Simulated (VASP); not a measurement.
# CoO4F (P2/m) in VASP: single point with r2SCAN+U

Aim: the single point of CoO4F with r2SCAN+U.

Everything below comes from runs of VASP 6.6.1. Logs are shortened: lines on timing, memory, paths and dates and some standing lists are left out, and cuts for length are marked.

## 1. The cell of the first run

It takes space group P2/m (No. 10, monoclinic). The conventional cell has a = 3.664 Å, b = 2.392 Å, c = 3.853 Å, α = 90.00°, β = 92.60°, γ = 90.00°. Co (site symmetry 2/m) has 6 O at 1.64 to 1.67 Å within 2.2 Å. Within 2.0 Å of F (site symmetry 2/m) lie 6 O at 1.52 to 1.61 Å. Within 2.0 Å of O (site symmetry m) lie 2 F at 1.52 Å and 1 Co at 1.67 Å and 1 O at 1.87 Å. Within 2.5 Å of O (site symmetry m) lie 1 F at 1.61 Å and 2 Co at 1.64 Å and 12 O at 2.17 to 2.41 Å.

## 2. Single point, r2SCAN+U

The input, POSCAR:

```
CoO4F
1.0
    3.6638544500      0.0000000000      0.0000000000
    0.0000000000      2.3922926100      0.0000000000
    0.1747823100      0.0000000000      3.8489093900
Co F O
1 1 4
Direct
    0.0000000000      0.0000000000      0.0000000000
    0.5000000000      0.5000000000      0.5000000000
    0.6900000000      0.0000000000      0.3300000000
    0.3100000000      0.0000000000      0.6700000000
    0.7740000000      0.5000000000      0.8140000000
    0.2260000000      0.5000000000      0.1860000000
```

The input, INCAR.step1:

```
SYSTEM = CoO4F
PREC     = Accurate       ! precision mode
ENCUT    = 520            ! plane-wave cutoff, eV
ISMEAR   = -1             ! smearing method
SIGMA    = 0.1            ! smearing width, eV
LREAL    = .FALSE.        ! projectors in reciprocal space
LASPH    = .TRUE.         ! aspherical terms in the spheres
NELM     = 150            ! most SCF steps
LMAXMIX  = 4              ! l up to which the mixer works
LDAU     = .TRUE.         ! DFT+U
LDAUTYPE = 2            
LDAUL    = 2 -1 -1        ! shell
LDAUU    = 4 0 0          ! U, eV
LDAUJ    = 0 0 0        
NBANDS   = 29             ! bands
GGA      = PE             ! functional
ALGO     = Normal         ! electronic algorithm
EDIFF    = 1E-4           ! SCF threshold, eV
LWAVE    = .TRUE.         ! write WAVECAR
LCHARG   = .FALSE.        ! write CHGCAR
```

The input, INCAR.step2:

```
SYSTEM = CoO4F
PREC     = Accurate       ! precision mode
ENCUT    = 520            ! plane-wave cutoff, eV
EDIFF    = 1E-6           ! SCF threshold, eV
ISMEAR   = -1             ! smearing method
SIGMA    = 0.1            ! smearing width, eV
LREAL    = .FALSE.        ! projectors in reciprocal space
LASPH    = .TRUE.         ! aspherical terms in the spheres
NELM     = 150            ! most SCF steps
ALGO     = Normal         ! electronic algorithm
ISIF     = 2              ! what is computed and relaxed
LWAVE    = .FALSE.        ! write WAVECAR
LCHARG   = .FALSE.        ! write CHGCAR
LMAXMIX  = 4              ! l up to which the mixer works
LDAU     = .TRUE.         ! DFT+U
LDAUTYPE = 2            
LDAUL    = 2 -1 -1        ! shell
LDAUU    = 4 0 0          ! U, eV
LDAUJ    = 0 0 0        
LDAUPRINT= 1            
METAGGA  = R2SCAN         ! meta-GGA
LMIXTAU  = .TRUE.       
NBANDS   = 29             ! bands
ISTART   = 1
```

The input, KPOINTS:

```
Automatic mesh
0
G
  5 7 5
  0 0 0
```

Potentials or basis: VASP PAW PBE potentials, release 64 (Co, F, O).

Run with:

```sh
cat potpaw_PBE.64/Co/POTCAR potpaw_PBE.64/F/POTCAR potpaw_PBE.64/O/POTCAR > POTCAR
cp INCAR.step1 INCAR
mpirun -np 1 vasp_std > vasp.out
cp INCAR.step2 INCAR
mpirun -np 1 vasp_std > vasp.out
```

OUTCAR:

```text
SYSTEM = CoO4F
   PREC = Accurate
   ENCUT = 520
   EDIFF = 1E-6
   ISMEAR = -1
   LREAL = .FALSE.
   LASPH = .TRUE.
   NELM = 150
   ISIF = 2
   METAGGA = R2SCAN
   ISTART = 1

 ion  position               nearest neighbor table
   1  0.000  0.000  0.000-   5 1.64   6 1.64   5 1.64   6 1.64   3 1.67   4 1.67
   2  0.500  0.500  0.500-   3 1.52   4 1.52   3 1.52   4 1.52   5 1.61   6 1.61
   3  0.690  0.000  0.330-   2 1.52   2 1.52   1 1.67   4 1.87
   4  0.310  0.000  0.670-   2 1.52   2 1.52   1 1.67   3 1.87
   5  0.774  0.500  0.814-   2 1.61   1 1.64   1 1.64
   6  0.226  0.500  0.186-   2 1.61   1 1.64   1 1.64

  LATTYP: Found a simple monoclinic cell.
 ALAT       =     3.6638544500
 B/A-ratio  =     0.6529442265
 C/A-ratio  =     1.0515908606
 COS(beta)  =    -0.0453641167

  Lattice vectors:

 A1 = (   3.6638544500,   0.0000000000,   0.0000000000)
 A2 = (   0.0000000000,  -2.3922926100,   0.0000000000)
 A3 = (  -0.1747823100,   0.0000000000,  -3.8489093900)

Analysis of symmetry for initial positions (statically):
=====================================================================
 Subroutine PRICEL returns:
 Original cell was already a primitive cell.

 Routine SETGRP: Setting up the symmetry group for a
 simple monoclinic supercell.

 Subroutine GETGRP returns: Found  4 space group operations
 (whereof  4 operations were pure point group operations)
 out of a pool of  4 trial point group operations.

The static configuration has the point symmetry C_2h.

Analysis of symmetry for dynamics (positions and initial velocities):
=====================================================================
 Subroutine PRICEL returns:
 Original cell was already a primitive cell.

 Routine SETGRP: Setting up the symmetry group for a
 simple monoclinic supercell.

 Subroutine GETGRP returns: Found  4 space group operations
 (whereof  4 operations were pure point group operations)
 out of a pool of  4 trial point group operations.

The dynamic configuration has the point symmetry C_2h.

 Subroutine INISYM returns: Found  4 space group operations
 (whereof  4 operations are pure point group operations),
 and found     1 'primitive' translations

----------------------------------------------------------------------------------------

                                     Primitive cell

  volume of cell :      33.7357

  direct lattice vectors                    reciprocal lattice vectors
     3.663854450  0.000000000  0.000000000     0.272936606  0.000000000 -0.012394288
     0.000000000  2.392292610  0.000000000     0.000000000  0.418009066  0.000000000
     0.174782310  0.000000000  3.848909390     0.000000000  0.000000000  0.259813859

  length of vectors
     3.663854450  2.392292610  3.852875854     0.273217879  0.418009066  0.259813859

  position of ions in fractional coordinates (direct lattice)
     0.000000000  0.000000000  0.000000000
     0.500000000  0.500000000  0.500000000
     0.690000000  0.000000000  0.330000000
     0.310000000  0.000000000  0.670000000
     0.774000000  0.500000000  0.814000000
     0.226000000  0.500000000  0.186000000

  ion indices of the primitive-cell ions
   primitive index   ion index
                 1           1
                 2           2
                 3           3
                 4           4
                 5           5
                 6           6

----------------------------------------------------------------------------------------

[... 57 lines left out ...]
   NGX,Y,Z   is equivalent  to a cutoff of  12.70, 12.51, 12.94 a.u.
   NGXF,Y,Z  is equivalent  to a cutoff of  25.41, 25.02, 25.89 a.u.
 SYSTEM =  CoO4F
   PREC   = accura    normal or accurate (medium, high low for compatibility)
   ISTART =      1    job   : 0-new  1-cont  2-samecut
   ICHARG =      0    charge: 1-file 2-atom 10-const
   ISPIN  =      1    spin polarized calculation?
   LNONCOLLINEAR =      F non collinear calculations
   LSORBIT =      F    spin-orbit coupling
   LASPH  =      T    aspherical Exc in radial PAW
   ENCUT  =  520.0 eV  38.22 Ry    6.18 a.u.   6.81  4.45  7.16*2*pi/ulx,y,z
   NELM   =    150;   NELMIN=  2; NELMDL=  0     # of ELM steps
   EDIFF  = 0.1E-05   stopping-criterion for ELM
   LREAL  =      F    real-space projection
   EDIFFG = 0.1E-04   stopping-criterion for IOM
   NSW    =      0    number of steps for IOM
   IBRION =     -1    ionic relax: 0-MD 1-quasi-New 2-CG
   NFREE  =      0    steps in history (QN), initial steepest desc. (CG)
   ISIF   =      2    stress and relaxation
   ISYM   =      2    0-nonsym 1-usesym 2-fastsym
   POTIM  = 0.5000    time-step for ionic-motion
   TEBEG  =    0.0;   TEEND  =   0.0 temperature during run
   PSTRESS=    0.0 pullay stress
   NELECT =      40.0000    total number of electrons
   NUPDOWN=      -1.0000    fix difference up-down
   EMIN   =  10.00;   EMAX   =-10.00  energy-range for DOS
   EFERMI =   0.00;   METHOD = LEGACY
   ISMEAR =    -1;   SIGMA  =   0.10  broadening in eV -4-tet -1-fermi 0-gaus
   EFERMI_NEDOS =   21; number of points for ismear=-14 and -15
   IALGO  =     38    algorithm
   IMIX   =      4    mixing-type and parameters
     AMIX     =   0.40;   BMIX     =  1.00
     AMIX_MAG =   1.60;   BMIX_MAG =  1.00
  volume/ion in A,a.u.               =       5.62        37.94
  Fermi-wavevector in a.u.,A,eV,Ry     =   1.732732  3.274389 40.849596  3.002361
  Thomas-Fermi vector in A             =   2.806853
   LORBIT       =      0    0 simple, 1 ext, 2 COOP (PROOUT), +10 PAW based schemes
 LDA+U is selected, type is set to LDAUTYPE =  2
   angular momentum for each species LDAUL =     2   -1   -1
   U (eV)           for each species LDAUU =   4.0  0.0  0.0
   J (eV)           for each species LDAUJ =   0.0  0.0  0.0
   METAGGA = R2SCAN    functional components
   LHFCALC =     F    Hartree Fock is set to
   AEXX    =    0.0000 exact exchange contribution
   IVDW    =     0    specifies the selected vdW correction
   LEPSILON=     F    determine dielectric tensor
   LRPA    =     F    only Hartree local field effects (RPA)
 non-spin polarized calculation
  energy-cutoff  :      520.00
  volume of cell :       33.74
 maximum number of plane-waves:       923
   NGX = 13   NGY =  9   NGZ = 15

atom =   1  type =  1  l = 2

 onsite density matrix

spin component  1

  0.7812 -0.1129  0.0000  0.0000  0.0000
 -0.1129  0.8007  0.0000  0.0000  0.0000
  0.0000  0.0000  0.9034  0.0565 -0.0255
  0.0000  0.0000  0.0565  0.6866  0.0678
  0.0000  0.0000 -0.0255  0.0678  0.9156

spin component  2

  0.7812 -0.1129  0.0000  0.0000  0.0000
 -0.1129  0.8007  0.0000  0.0000  0.0000
  0.0000  0.0000  0.9034  0.0565 -0.0255
  0.0000  0.0000  0.0565  0.6866  0.0678
  0.0000  0.0000 -0.0255  0.0678  0.9156

 occupancies and eigenvectors

  o =  0.6530  v =  0.0000  0.0000 -0.2379  0.9346 -0.2645  0.0000  0.0000  0.0000  0.0000  0.0000      0.0000  0.0000  0.0000  0.0000  0.0000  0.0000  0.0000  0.0000  0.0000  0.0000
  o =  0.6530  v =  0.0000  0.0000  0.0000  0.0000  0.0000  0.0000  0.0000 -0.2379  0.9346 -0.2645      0.0000  0.0000  0.0000  0.0000  0.0000  0.0000  0.0000  0.0000  0.0000  0.0000
  o =  0.6777  v =  0.0000  0.0000  0.0000  0.0000  0.0000 -0.7369 -0.6760  0.0000  0.0000  0.0000      0.0000  0.0000  0.0000  0.0000  0.0000  0.0000  0.0000  0.0000  0.0000  0.0000
  o =  0.6777  v = -0.7369 -0.6760  0.0000  0.0000  0.0000  0.0000  0.0000  0.0000  0.0000  0.0000      0.0000  0.0000  0.0000  0.0000  0.0000  0.0000  0.0000  0.0000  0.0000  0.0000
  o =  0.9043  v = -0.6760  0.7369  0.0000  0.0000  0.0000  0.0000  0.0000  0.0000  0.0000  0.0000      0.0000  0.0000  0.0000  0.0000  0.0000  0.0000  0.0000  0.0000  0.0000  0.0000
  o =  0.9043  v =  0.0000  0.0000  0.0000  0.0000  0.0000 -0.6760  0.7369  0.0000  0.0000  0.0000      0.0000  0.0000  0.0000  0.0000  0.0000  0.0000  0.0000  0.0000  0.0000  0.0000
  o =  0.9140  v =  0.0000  0.0000  0.8803  0.3226  0.3478  0.0000  0.0000  0.0000  0.0000  0.0000      0.0000  0.0000  0.0000  0.0000  0.0000  0.0000  0.0000  0.0000  0.0000  0.0000
  o =  0.9140  v =  0.0000  0.0000  0.0000  0.0000  0.0000  0.0000  0.0000  0.8803  0.3226  0.3478      0.0000  0.0000  0.0000  0.0000  0.0000  0.0000  0.0000  0.0000  0.0000  0.0000
  o =  0.9386  v =  0.0000  0.0000  0.0000  0.0000  0.0000  0.0000  0.0000 -0.4104  0.1501  0.8995      0.0000  0.0000  0.0000  0.0000  0.0000  0.0000  0.0000  0.0000  0.0000  0.0000
  o =  0.9386  v =  0.0000  0.0000 -0.4104  0.1501  0.8995  0.0000  0.0000  0.0000  0.0000  0.0000      0.0000  0.0000  0.0000  0.0000  0.0000  0.0000  0.0000  0.0000  0.0000  0.0000

 number of electron      39.9999994 magnetization

 Free energy of the ion-electron system (eV)
  ---------------------------------------------------
  ext. energy  EPLUGINS =         0.00000000
  ---------------------------------------------------
  free energy    TOTEN  =       -20.21494093 eV

  energy without entropy =      -20.11256550  energy(sigma->0) =      -20.16375321

 E-fermi :   9.6344     XC(G=0): -15.3662

 val. band max:        9.6102676157   @ k =   0.0000   0.4286   0.4000
 cond. band min:       9.6495777075   @ k =   0.2000   0.0000   0.4000
 fundamental gap:      0.0393100918
 Fermi energy:         9.6344370664

 k-point     1 :       0.0000    0.0000    0.0000
  band No.  band energies     occupation
      1     -24.6714      2.00000
      2     -12.5335      2.00000
      3     -12.3431      2.00000
      4     -11.3292      2.00000
      5      -8.8606      2.00000
      6      -3.7948      2.00000
[... 757 lines left out ...]
     28      29.5023      0.00000
     29      29.6141      0.00000

 [... further k-points ...]

------------------------ aborting loop because EDIFF is reached ----------------------------------------

  FORCE on cell =-STRESS in cart. coord.  units (eV):
  Direction    XX          YY          ZZ          XY          YZ          ZX
  --------------------------------------------------------------------------------------
  -------------------------------------------------------------------------------------
  Total       45.2635623     60.9854872     46.6459215      0.0000000      0.0000000      2.4454538
  in kB     2149.6567269   2896.3222572   2215.3077226      0.0000000      0.0000000    116.1394738
  external PRESSURE =    2420.4289022 kB  Pullay stress =       0.0000000 kB

 VOLUME and BASIS-vectors are now :
 -----------------------------------------------------------------------------
  energy-cutoff  :      520.00
  volume of cell :       33.74
      direct lattice vectors                 reciprocal lattice vectors
     3.663854450  0.000000000  0.000000000     0.272936606  0.000000000 -0.012394288
     0.000000000  2.392292610  0.000000000     0.000000000  0.418009066  0.000000000
     0.174782310  0.000000000  3.848909390     0.000000000  0.000000000  0.259813859

 POSITION                                       TOTAL-FORCE (eV/Angst)
 -----------------------------------------------------------------------------------
      0.00000      0.00000      0.00000         0.000000      0.000000      0.000000
      1.91932      1.19615      1.92445        -0.000000      0.000000      0.000000
      2.58574      0.00000      1.27014         6.148814      0.000000     -4.774203
      1.25290      0.00000      2.57877        -6.148814      0.000000      4.774203
      2.97810      1.19615      3.13301         1.340016     -0.000000      2.632020
      0.86054      1.19615      0.71590        -1.340016      0.000000     -2.632020
 -----------------------------------------------------------------------------------
    total drift:                               -0.000000      0.000000     -0.000000

  FREE ENERGIE OF THE ION-ELECTRON SYSTEM (eV)
  ---------------------------------------------------
  free  energy   TOTEN  =       -20.2149409326 eV

  energy  without entropy=      -20.1125654974  energy(sigma->0) =      -20.16375321
```

Wall time 2.6 min (1 thread of Intel Xeon Platinum 8488C (Sapphire Rapids), shared host); peak memory 0.18 GiB.

Results:

```
Free energy            : -20.2149 eV
Pressure               : 242.0 GPa
Largest force          : 7.785 eV/Å
Band gap on the k mesh : zero (bands 20 and 21 overlap by 1.03 eV)
```

Forces in eV/Å, atoms in the order of the input:
```
Co   0.000  0.000  0.000
F    0.000  0.000  0.000
O    6.149  0.000 -4.774
O   -6.149  0.000  4.774
O    1.340  0.000  2.632
O   -1.340  0.000 -2.632
```

Stress tensor (GPa, compression positive):
```
214.97   0.00  11.61
  0.00 289.63   0.00
 11.61   0.00 221.53
```

Levels at points of the mesh, in eV from the Fermi level:
```tsv
k point	band 16	band 17	band 18	band 19	band 20	band 21	band 22	band 23	band 24	band 25
(0.00, 0.00, 0.00)	-1.85	-1.82	-1.33	-1.10	-0.06	0.95	1.31	2.43	3.46	4.46
```

Eigenvalues of the final occupation matrices:
| site | spin | trace | eigenvalues |
| --- | --- | --- | --- |
| site 1 d | 1 | 4.09 | 0.65 0.68 0.90 0.91 0.94 |
| site 1 d | 2 | 4.09 | 0.65 0.68 0.90 0.91 0.94 |

Caveat: the k points lie up to 0.38 Å⁻¹ apart, too coarse for converged energies and pressures of a metal; the PAW data sets were made with another functional, which shifts forces and pressure a little; the run has no spin polarisation, though such a crystal can be magnetic; U without spin polarisation on a metal has little footing. Spin polarisation is off, so any magnetic state and its effect on volume and gap are missing.
